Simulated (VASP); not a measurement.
Write the native input for VASP 6.6.1 that does the following.

```yaml
Task: single point
Functional: PBE
Potentials_or_basis: VASP PAW PBE potentials, release 64 (Al, N)
Cutoff: 520 eV
k_mesh: 9 × 9 × 6
Occupations: gaussian, width 0.05 eV
Spin: no spin polarisation
Dipole_correction: no
Further_INCAR_settings: ALGO = Normal; EDIFF = 1e-06; NBANDS = 16
```

The structure of AlN lies in POSCAR:

```
AlN
1.0
    3.3134793403      0.0000000000      0.0000000000
   -1.6567396702      2.8695572836      0.0000000000
    0.0000000000      0.0000000000      4.4388000000
Al N
2 2
Direct
    0.3333333333      0.6666666667      0.7500000000
    0.6666666667      0.3333333333      0.2500000000
    0.3333333333      0.6666666667      0.2500000000
    0.6666666667      0.3333333333      0.7500000000
```

These files were run (other wordings do the same):

INCAR

```
ALGO = Normal
EDIFF = 1E-6
ENCUT = 520
GGA = PE
ISIF = 2
ISMEAR = 0
LASPH = T
LCHARG = T
LELF = T
LREAL = F
LVHAR = T
LWAVE = F
NBANDS = 16
NELM = 60
PREC = Accurate
SIGMA = 0.05
```

KPOINTS

```
k-points
0
Gamma
  9 9 6
```

Potentials or basis: VASP PAW PBE potentials, release 64 (Al, N).

Command:

```bash
$ cat potpaw_PBE.64/Al/POTCAR potpaw_PBE.64/N/POTCAR > POTCAR
$ mpirun -np 1 vasp_std > vasp.out
```

It gave:

```yaml
Pressure: -8.5 GPa
Band_gap_on_the_k_mesh: 2.66 eV, direct
```

Run time: 15 s on 1 thread of Intel(R) Xeon(R) 6975P-C (Granite Rapids), with other jobs on the host, peak memory 0.17 GiB.
